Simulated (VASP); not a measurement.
Runs of VASP 6.6.1 on TePb. The structure is that of space group Pm-3m (No. 221), or close to it. The cells are those of the table. 

| task | level | potentials or basis | cell | k mesh | cutoff (eV) | smearing | gap on the mesh (eV) | pressure (GPa) |
| --- | --- | --- | --- | --- | --- | --- | --- | --- |
| single point | PBE | VASP PAW PBE potentials, release 64 (Pb_d, Te) | a = 4.002 Å, 2 atoms | 4 × 4 × 4 | 500 | fermi-dirac 0.04 eV | none | 0.5 |
| single point | PBE | VASP PAW PBE potentials, release 64 (Pb_d, Te) | a = 3.921 Å, 2 atoms | 7 × 7 × 7 | 520 | fermi-dirac 0.05 eV | none | (b) |
| single point | RPBE+D3(BJ) | VASP PAW PBE potentials, release 64 (Pb_d, Te) | a = 3.537 Å, 2 atoms | 7 × 7 × 7 | 520 | fermi-dirac 0.05 eV | none | -0.1 |
| relaxation of cell and atoms | PBE+D3(BJ) | VASP PAW PBE potentials, release 64 (Pb_d, Te) | relaxed from a = 4.002 Å, 2 atoms | 7 × 7 × 7 | 600 | fermi-dirac 0.05 eV | none | 0.0 |
| single point | PBEsol+D4 | VASP PAW PBE potentials, release 64 (Pb_d, Te) | a = 3.875 Å, 2 atoms | 7 × 7 × 7 | 520 | fermi-dirac 0.05 eV | none | -0.1 |
| single point | LDA | VASP PAW LDA potentials, release 64 (Pb_d, Te) | a = 4.002 Å, 2 atoms | 7 × 7 × 7 | 520 | gaussian 0.1 eV | none | -3.9 |
| single point | RPBE | VASP PAW PBE potentials, release 64 (Pb_d, Te) | a = 4.002 Å, 2 atoms | 7 × 7 × 7 | 520 | gaussian 0.05 eV | none | 1.6 |
| single point | r2SCAN | VASP PAW PBE potentials, release 64 (Pb_d, Te) | a = 4.029 Å, 2 atoms | 7 × 7 × 7 | 520 | fermi-dirac 0.05 eV | none | (a) |

Alike in all rows: no spin polarisation.

**Question.** Estimate the missing entries.

**Answer.** (a) -1.1; (b) 2.7.

Caveats: some runs use coarse meshes; spin-orbit coupling is left out, which moves the levels of the heavy elements; the PAW data sets were made with another functional, which shifts forces and pressure a little (some runs); pairwise dispersion overbinds metals, which lowers pressure and volume (some runs).

A k mesh can miss the band edges, and the runs leave out spin-orbit coupling on Pb, Te.

A gap of «none» marks levels without a gap at the run's occupations.
